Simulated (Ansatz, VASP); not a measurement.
## Two plane-wave programs on NaI

```
Na I
1.0
     4.04054    0.00000    0.00000
     0.00000    4.04054    0.00000
     0.00000    0.00000    4.04054
Na I
1 1
Direct
  0.00000 0.00000 0.00000
  0.50000 0.50000 0.50000
```

Alike in both runs: task single point; functional PBE; k mesh 6 × 6 × 6; no spin polarisation.

```csv
,VASP,Ansatz
version,VASP 6.6.1,Ansatz 0.2.0
potentials or method,"VASP PAW PBE potentials, release 64 (Na_pv, I)","plane waves, PAW"
plane-wave cutoff (eV),520,420
occupations,"gaussian, width 0.01 eV",fixed
valence electrons in the cell,14,26
```

```csv
,VASP,Ansatz,Ansatz less VASP
gap on the k mesh at the Fermi level (eV),2.30,2.30,+0.003
pressure (GPa),0.3,0.3,-0.01
```

VASP's potentials hold 14 valence electrons a cell and Ansatz's 26, so a difference there can come from the potentials and not from the codes.

Spin-orbit coupling is off throughout.
